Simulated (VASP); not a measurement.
# Al (P6_3/mmc) in VASP: further runs

The runs below take Al through single point, with r2SCAN.

Everything below comes from runs of VASP 6.6.1. Logs are shortened: lines on timing, memory, paths and dates and some standing lists are left out, and cuts for length are marked.

**1. The cell of the first run**

It takes space group P6_3/mmc (No. 194, hexagonal). Conventional cell: a = 2.837 Å, b = 2.837 Å, c = 4.910 Å, α = 90.00°, β = 90.00°, γ = 120.00°. Al (site symmetry -6m2) has 12 Al at 2.84 to 2.95 Å within 3.7 Å.

**2. Single point, r2SCAN**

The input, POSCAR:

```
Al
1.0
    2.8372356161      0.0000000000      0.0000000000
   -1.4186183124      2.4571186476      0.0000000000
    0.0000000000      0.0000000000      4.9097319452
Al
2
Direct
    0.6666666667      0.3333333333      0.7500000000
    0.3333333333      0.6666666667      0.2500000000
```

The input, INCAR.step1:

```
SYSTEM = Al
ALGO = Normal
EDIFF = 1E-4
ENCUT = 520
GGA = PE
ISMEAR = -1
LASPH = .TRUE.
LCHARG = .FALSE.
LREAL = .FALSE.
LWAVE = .TRUE.
NBANDS = 10
NELM = 80
PREC = Accurate
SIGMA = 0.1
```

The input, INCAR.step2:

```
SYSTEM = Al
ALGO = Normal
EDIFF = 1E-7
ENCUT = 520
ISIF = 2
ISMEAR = -1
ISTART = 1
LASPH = .TRUE.
LCHARG = .FALSE.
LMIXTAU = .TRUE.
LREAL = .FALSE.
LWAVE = .FALSE.
METAGGA = R2SCAN
NBANDS = 10
NELM = 80
PREC = Accurate
SIGMA = 0.1
```

The input, KPOINTS:

```
k-points
0
G
  12 12 6
  0 0 0
```

Potentials or basis: VASP PAW PBE potentials, release 64 (Al).

Started as:

```bash
$ cat potpaw_PBE.64/Al/POTCAR > POTCAR
$ cp INCAR.step1 INCAR
$ mpirun -np 1 vasp_std > vasp.out
$ cp INCAR.step2 INCAR
$ mpirun -np 1 vasp_std > vasp.out
```

OUTCAR:

```text
SYSTEM = Al
   EDIFF = 1E-7
   ENCUT = 520
   ISIF = 2
   ISMEAR = -1
   ISTART = 1
   LASPH = .TRUE.
   LREAL = .FALSE.
   METAGGA = R2SCAN
   NELM = 80
   PREC = Accurate

 ion  position               nearest neighbor table
   1  0.667  0.333  0.750-   2 2.95   2 2.95   2 2.95   2 2.95   2 2.95   2 2.95
   2  0.333  0.667  0.250-   1 2.95   1 2.95   1 2.95   1 2.95   1 2.95   1 2.95

  LATTYP: Found a hexagonal cell.
 ALAT       =     2.8372356161
 C/A-ratio  =     1.7304632429

  Lattice vectors:

 A1 = (   2.8372356161,   0.0000000000,   0.0000000000)
 A2 = (  -1.4186183124,   2.4571186476,   0.0000000000)
 A3 = (   0.0000000000,   0.0000000000,   4.9097319452)

Analysis of symmetry for initial positions (statically):
=====================================================================
 Subroutine PRICEL returns:
 Original cell was already a primitive cell.

 Routine SETGRP: Setting up the symmetry group for a
 hexagonal supercell.

 Subroutine GETGRP returns: Found 24 space group operations
 (whereof 12 operations were pure point group operations)
 out of a pool of 24 trial point group operations.

The static configuration has the point symmetry D_3d.
 The point group associated with its full space group is D_6h.

Analysis of symmetry for dynamics (positions and initial velocities):
=====================================================================
 Subroutine PRICEL returns:
 Original cell was already a primitive cell.

 Routine SETGRP: Setting up the symmetry group for a
 hexagonal supercell.

 Subroutine GETGRP returns: Found 24 space group operations
 (whereof 12 operations were pure point group operations)
 out of a pool of 24 trial point group operations.

The dynamic configuration has the point symmetry D_3d.
 The point group associated with its full space group is D_6h.

 Subroutine INISYM returns: Found 24 space group operations
 (whereof 12 operations are pure point group operations),
 and found     1 'primitive' translations

----------------------------------------------------------------------------------------

                                     Primitive cell

  volume of cell :      34.2278

  direct lattice vectors                    reciprocal lattice vectors
     2.837235616  0.000000000  0.000000000     0.352455748  0.203490449  0.000000000
    -1.418618312  2.457118648  0.000000000     0.000000000  0.406980754  0.000000000
     0.000000000  0.000000000  4.909731945     0.000000000  0.000000000  0.203677107

  length of vectors
     2.837235616  2.837236325  4.909731945     0.406980856  0.406980754  0.203677107

  position of ions in fractional coordinates (direct lattice)
     0.666666667  0.333333333  0.750000000
     0.333333333  0.666666667  0.250000000

  ion indices of the primitive-cell ions
   primitive index   ion index
                 1           1
                 2           2

----------------------------------------------------------------------------------------

 KPOINTS: k-points

Automatic generation of k-mesh.
 Grid dimensions read from file:
 generate k-points for:   12   12    6

 Generating k-lattice:

  Cartesian coordinates                     Fractional coordinates (reciprocal lattice)
     0.029371312  0.016957537  0.000000000     0.083333333 -0.000000000  0.000000000
     0.000000000  0.033915063  0.000000000     0.000000000  0.083333333  0.000000000
     0.000000000  0.000000000  0.033946185     0.000000000  0.000000000  0.166666667

  Length of vectors
     0.033915071  0.033915063  0.033946185

  Shift w.r.t. Gamma in fractional coordinates (k-lattice)
     0.000000000  0.000000000  0.000000000

 Subroutine IBZKPT returns following result:
 ===========================================

 Found     76 irreducible k-points:

 Following reciprocal coordinates:
            Coordinates               Weight
  0.000000  0.000000  0.000000      1.000000
  0.083333  0.000000  0.000000      6.000000
  0.166667 -0.000000  0.000000      6.000000
  0.250000  0.000000  0.000000      6.000000
  0.333333 -0.000000  0.000000      6.000000
  0.416667  0.000000  0.000000      6.000000
[... 16 lines left out ...]
  0.250000  0.000000  0.166667     12.000000
  0.333333 -0.000000  0.166667     12.000000
 [... further k-points ...]
   k-points           NKPTS =     76   k-points in BZ     NKDIM =     76   number of bands    NBANDS=     10
   number of dos      NEDOS =    301   number of ions     NIONS =      2
   total plane-waves  NPLWV =  23040
   dimension x,y,z NGX =    24 NGY =   24 NGZ =   40
   dimension x,y,z NGXF=    48 NGYF=   48 NGZF=   80
   ions per type =               2
   NGX,Y,Z   is equivalent  to a cutoff of  14.06, 14.06, 13.54 a.u.
   NGXF,Y,Z  is equivalent  to a cutoff of  28.13, 28.13, 27.09 a.u.
 SYSTEM =  Al
   PREC   = accura    normal or accurate (medium, high low for compatibility)
   ISTART =      1    job   : 0-new  1-cont  2-samecut
   ICHARG =      0    charge: 1-file 2-atom 10-const
   ISPIN  =      1    spin polarized calculation?
   LNONCOLLINEAR =      F non collinear calculations
   LSORBIT =      F    spin-orbit coupling
   LASPH  =      T    aspherical Exc in radial PAW
   ENCUT  =  520.0 eV  38.22 Ry    6.18 a.u.   5.28  5.28  9.13*2*pi/ulx,y,z
   NELM   =     80;   NELMIN=  2; NELMDL=  0     # of ELM steps
   EDIFF  = 0.1E-06   stopping-criterion for ELM
   LREAL  =      F    real-space projection
   EDIFFG = 0.1E-05   stopping-criterion for IOM
   NSW    =      0    number of steps for IOM
   IBRION =     -1    ionic relax: 0-MD 1-quasi-New 2-CG
   NFREE  =      0    steps in history (QN), initial steepest desc. (CG)
   ISIF   =      2    stress and relaxation
   ISYM   =      2    0-nonsym 1-usesym 2-fastsym
   POTIM  = 0.5000    time-step for ionic-motion
   TEBEG  =    0.0;   TEEND  =   0.0 temperature during run
   PSTRESS=    0.0 pullay stress
   NELECT =       6.0000    total number of electrons
   NUPDOWN=      -1.0000    fix difference up-down
   EMIN   =  10.00;   EMAX   =-10.00  energy-range for DOS
   EFERMI =   0.00;   METHOD = LEGACY
   ISMEAR =    -1;   SIGMA  =   0.10  broadening in eV -4-tet -1-fermi 0-gaus
   EFERMI_NEDOS =   21; number of points for ismear=-14 and -15
   IALGO  =     38    algorithm
   IMIX   =      4    mixing-type and parameters
     AMIX     =   0.40;   BMIX     =  1.00
     AMIX_MAG =   1.60;   BMIX_MAG =  1.00
  volume/ion in A,a.u.               =      17.11       115.49
  Fermi-wavevector in a.u.,A,eV,Ry     =   0.916218  1.731401 11.421484  0.839455
  Thomas-Fermi vector in A             =   2.041048
   LORBIT       =      0    0 simple, 1 ext, 2 COOP (PROOUT), +10 PAW based schemes
   METAGGA = R2SCAN    functional components
   LHFCALC =     F    Hartree Fock is set to
   AEXX    =    0.0000 exact exchange contribution
   IVDW    =     0    specifies the selected vdW correction
   LEPSILON=     F    determine dielectric tensor
   LRPA    =     F    only Hartree local field effects (RPA)
 non-spin polarized calculation
  energy-cutoff  :      520.00
  volume of cell :       34.23
 maximum number of plane-waves:       942
 NGX is ok and might be reduce to    24
   NGX = 11   NGY = 11   NGZ = 19

 number of electron       6.0000000 magnetization

 Free energy of the ion-electron system (eV)
  ---------------------------------------------------
  ext. energy  EPLUGINS =         0.00000000
  ---------------------------------------------------
  free energy    TOTEN  =       -13.35479838 eV

  energy without entropy =      -13.32743445  energy(sigma->0) =      -13.34111642

 E-fermi :   7.6377     XC(G=0): -10.7792

 val. band max:        7.6325195523   @ k =   0.3333   0.0833   0.5000
 cond. band min:       7.6673374888   @ k =   0.2500   0.2500   0.3333
 fundamental gap:      0.0348179365
 Fermi energy:         7.6376945488

 k-point     1 :       0.0000    0.0000    0.0000
  band No.  band energies     occupation
      1      -3.9526      2.00000
      2       2.4302      2.00000
      3       2.4867      2.00000
      4      19.3038      0.00000
      5      19.6494      0.00000
      6      19.6494      0.00000
      7      19.8388      0.00000
      8      19.8388      0.00000
      9      20.6887      0.00000
     10      23.1108      0.00000

 k-point     2 :       0.0833    0.0000    0.0000
  band No.  band energies     occupation
      1      -3.7713      2.00000
      2       2.6060      2.00000
      3       2.6575      2.00000
      4      16.7049      0.00000
      5      18.0475      0.00000
      6      18.9761      0.00000
      7      20.3359      0.00000
      8      20.7817      0.00000
      9      21.6921      0.00000
     10      22.4033      0.00000

 k-point     3 :       0.1667   -0.0000    0.0000
  band No.  band energies     occupation
      1      -3.2290      2.00000
      2       3.1291      2.00000
      3       3.1700      2.00000
      4      13.3934      0.00000
      5      16.6606      0.00000
      6      17.6842      0.00000
      7      19.0318      0.00000
      8      19.4058      0.00000
      9      21.3866      0.00000
     10      21.4042      0.00000

 k-point     4 :       0.2500    0.0000    0.0000
  band No.  band energies     occupation
      1      -2.3296      2.00000
      2       3.9814      2.00000
      3       4.0238      2.00000
      4      10.2768      0.00000
      5      15.5547      0.00000
      6      15.5827      0.00000
      7      16.3253      0.00000
      8      17.5592      0.00000
      9      20.7784      0.00000
     10      21.4176      0.00000
[... 222 lines left out ...]
 k-point    22 :       0.1667   -0.0000    0.1667
  band No.  band energies     occupation
      1      -3.0483      2.00000
      2       1.2274      2.00000
      3       5.3915      2.00000
      4      13.5352      0.00000
      5      16.8146      0.00000
      6      17.0587      0.00000
      7      17.1664      0.00000
      8      19.1570      0.00000
      9      20.4707      0.00000
     10      21.1870      0.00000

 k-point    23 :       0.2500    0.0000    0.1667
  band No.  band energies     occupation
      1      -2.1500      2.00000
      2       2.0974      2.00000
      3       6.2154      2.00000
      4      10.4461      0.00000
      5      14.2782      0.00000
      6      15.7375      0.00000
      7      16.8710      0.00000
      8      17.9201      0.00000
      9      19.3577      0.00000
     10      19.4393      0.00000

 k-point    24 :       0.3333   -0.0000    0.1667
  band No.  band energies     occupation
      1      -0.9021      2.00000
      2       3.2932      2.00000
      3       7.0115      1.99619
      4       7.9745      0.06663
      5      11.5546      0.00000
      6      14.9690      0.00000
      7      15.1968      0.00000
      8      16.7604      0.00000
      9      18.6900      0.00000
     10      19.5183      0.00000

 [... further k-points ...]

------------------------ aborting loop because EDIFF is reached ----------------------------------------

  FORCE on cell =-STRESS in cart. coord.  units (eV):
  Direction    XX          YY          ZZ          XY          YZ          ZX
  --------------------------------------------------------------------------------------
  -------------------------------------------------------------------------------------
  Total       -0.8783055     -0.8783059     -1.6117754      0.0000002     -0.0000000     -0.0000000
  in kB      -41.1127829    -41.1128005    -75.4459241      0.0000084     -0.0000000     -0.0000000
  external PRESSURE =     -52.5571692 kB  Pullay stress =       0.0000000 kB

 VOLUME and BASIS-vectors are now :
 -----------------------------------------------------------------------------
  energy-cutoff  :      520.00
  volume of cell :       34.23
      direct lattice vectors                 reciprocal lattice vectors
     2.837235616  0.000000000  0.000000000     0.352455748  0.203490449  0.000000000
    -1.418618312  2.457118648  0.000000000     0.000000000  0.406980754  0.000000000
     0.000000000  0.000000000  4.909731945     0.000000000  0.000000000  0.203677107

 POSITION                                       TOTAL-FORCE (eV/Angst)
 -----------------------------------------------------------------------------------
      1.41862      0.81904      3.68230        -0.000000     -0.000000      0.000000
     -0.00000      1.63808      1.22743         0.000000      0.000000      0.000000
 -----------------------------------------------------------------------------------
    total drift:                               -0.000000      0.000000     -0.000000

  FREE ENERGIE OF THE ION-ELECTRON SYSTEM (eV)
  ---------------------------------------------------
  free  energy   TOTEN  =       -13.3547983813 eV

  energy  without entropy=      -13.3274344523  energy(sigma->0) =      -13.34111642
```

Wall time 96 s (1 thread of AMD EPYC 7R43 (Zen 3), shared host); peak memory 0.13 GiB.

Results:

```yaml
Free_energy: -13.3548 eV
Pressure: -5.3 GPa
Band_gap_on_the_k_mesh: zero (band 3 reaches 11.49 eV, above the bottom of band 4 at 4.46 eV)
```

Caveat: the PAW data sets were made with another functional, which shifts forces and pressure a little.

**3. Single point, r2SCAN**

This run uses another cell than the first one, of 17.56 Å³/atom, 1.026 times its volume.

The input, POSCAR:

```
Al
1.0
    2.8615907611      0.0000000000      0.0000000000
   -1.4307958893      2.4782108265      0.0000000000
    0.0000000000      0.0000000000      4.9518776285
Al
2
Direct
    0.6666666667      0.3333333333      0.7500000000
    0.3333333333      0.6666666667      0.2500000000
```

The input, INCAR.step1:

```
PREC     = Accurate       # precision mode
ENCUT    = 520            # plane-wave cutoff, eV
ISMEAR   = -1             # smearing method
SIGMA    = 0.1            # smearing width, eV
LREAL    = False          # projectors in reciprocal space
LASPH    = True           # aspherical terms in the spheres
NELM     = 80             # most SCF steps
NBANDS   = 10             # bands
GGA      = PE             # functional
ALGO     = Normal         # electronic algorithm
EDIFF    = 1E-4           # SCF threshold, eV
LWAVE    = True           # write WAVECAR
LCHARG   = False          # write CHGCAR
```

The input, INCAR.step2:

```
PREC     = Accurate       # precision mode
ENCUT    = 520            # plane-wave cutoff, eV
EDIFF    = 1E-7           # SCF threshold, eV
ISMEAR   = -1             # smearing method
SIGMA    = 0.1            # smearing width, eV
LREAL    = False          # projectors in reciprocal space
LASPH    = True           # aspherical terms in the spheres
NELM     = 80             # most SCF steps
ALGO     = Normal         # electronic algorithm
ISIF     = 2              # what is computed and relaxed
LWAVE    = False          # write WAVECAR
LCHARG   = False          # write CHGCAR
METAGGA  = R2SCAN         # meta-GGA
LMIXTAU  = True         
NBANDS   = 10             # bands
ISTART   = 1
```

The input, KPOINTS:

```
regular mesh
0
Gamma
  12 12 6
```

Potentials or basis: VASP PAW PBE potentials, release 64 (Al).

Started as:

```bash
$ cat potpaw_PBE.64/Al/POTCAR > POTCAR
$ cp INCAR.step1 INCAR
$ mpirun -np 1 vasp_std > vasp.out
$ cp INCAR.step2 INCAR
$ mpirun -np 1 vasp_std > vasp.out
```

It took 1.8 min on 1 thread of AMD EPYC 7R43 (Zen 3), shared host; peak memory 0.13 GiB.

The run converged. Its results:

```
Free energy            : -13.3211 eV
Pressure               : -6.8 GPa
Band gap on the k mesh : zero (band 3 reaches 11.19 eV, above the bottom of band 4 at 4.23 eV)
```

Stress tensor (GPa, compression positive):
```
-5.82  0.00  0.00
 0.00 -5.82  0.00
 0.00  0.00 -8.78
```

Levels at points of the mesh, in eV from the Fermi level:
```
           k point  band 1  band 2  band 3  band 4  band 5  band 6  band 7  band 8
(0.00, 0.00, 0.00)  -11.41   -5.17   -5.04   11.55   11.78   11.78   12.05   12.05
(0.50, 0.00, 0.00)   -5.16   -5.12    0.63    0.64    1.42    1.48    6.43    8.09
(0.00, 0.00, 0.50)   -9.81   -9.81    2.47    2.47   12.88   12.88   12.88   12.88
(0.50, 0.00, 0.50)   -3.96   -3.96   -3.15   -3.15    7.70    7.70    7.81    7.81
```

Caveat: the PAW data sets were made with another functional, which shifts forces and pressure a little.

**4. Single point, r2SCAN**

This run uses another cell than the first one, of 18.00 Å³/atom, 1.052 times its volume.

The input, POSCAR:

```
Al
1.0
    2.8855382407      0.0000000000      0.0000000000
   -1.4427696333      2.4989499566      0.0000000000
    0.0000000000      0.0000000000      4.9933178617
Al
2
Direct
    0.6666666667      0.3333333333      0.7500000000
    0.3333333333      0.6666666667      0.2500000000
```

The input, INCAR.step1:

```
SYSTEM = Al
PREC = Accurate
ENCUT = 520
ISMEAR = -1
SIGMA = 0.1
LREAL = .False.
LASPH = .True.
NELM = 100
NBANDS = 10
GGA = PE
ALGO = Normal
EDIFF = 1E-4
LWAVE = .True.
LCHARG = .False.
```

The input, INCAR.step2:

```
SYSTEM = Al
PREC = Accurate
ENCUT = 520
EDIFF = 1E-7
ISMEAR = -1
SIGMA = 0.1
LREAL = .False.
LASPH = .True.
NELM = 100
ALGO = Normal
ISIF = 2
LWAVE = .False.
LCHARG = .False.
METAGGA = R2SCAN
LMIXTAU = .True.
NBANDS = 10
ISTART = 1
```

The input, KPOINTS:

```
Automatic mesh
0
Gamma
  12 12 6
  0 0 0
```

Started as:

```bash
$ cat potpaw_PBE.64/Al/POTCAR > POTCAR
$ cp INCAR.step1 INCAR
$ mpirun -np 1 vasp_std > vasp.out
$ cp INCAR.step2 INCAR
$ mpirun -np 1 vasp_std > vasp.out
```

It took 1.8 min on 1 thread of AMD EPYC 7R43 (Zen 3), shared host; peak memory 0.13 GiB.

Results (log left out):

```
Free energy            : -13.2795 eV
Pressure               : -8.1 GPa
Band gap on the k mesh : zero (band 3 reaches 10.90 eV, above the bottom of band 4 at 4.01 eV)
```

Stress tensor (GPa, compression positive):
```
-7.28  0.00  0.00
 0.00 -7.28  0.00
 0.00  0.00 -9.81
```

Levels at points of the mesh, in eV from the Fermi level:
```csv
k point,band 1,band 2,band 3,band 4,band 5,band 6,band 7,band 8
"(0.00, 0.00, 0.00)",-11.24,-5.12,-4.92,11.45,11.56,11.56,11.90,11.90
"(0.50, 0.00, 0.00)",-5.09,-5.02,0.61,0.64,1.35,1.52,6.30,7.93
"(0.00, 0.00, 0.50)",-9.66,-9.66,2.44,2.44,12.72,12.72,12.72,12.72
"(0.50, 0.00, 0.50)",-3.88,-3.88,-3.12,-3.12,7.65,7.65,7.67,7.67
```

Caveat: the PAW data sets were made with another functional, which shifts forces and pressure a little.

**5. Summary**

```csv
cell,gap on the mesh (eV),pressure (GPa)
"a = 2.837, b = 2.837, c = 4.910 Å, angles 90.0, 90.0, 120.0°, 2 atoms",none,-5.3
"a = 2.862, b = 2.862, c = 4.952 Å, angles 90.0, 90.0, 120.0°, 2 atoms",none,-6.8
"a = 2.886, b = 2.886, c = 4.993 Å, angles 90.0, 90.0, 120.0°, 2 atoms",none,-8.1
```

Alike in all rows: task single point; level r2SCAN; potentials or basis VASP PAW PBE potentials, release 64 (Al); no spin polarisation; k mesh 12 × 12 × 6; cutoff (eV) 520; smearing fermi-dirac 0.1 eV.

Caveats: the PAW data sets were made with another functional, which shifts forces and pressure a little.

Total energies depend on the potentials used, so only differences within one code and one set of settings carry meaning.
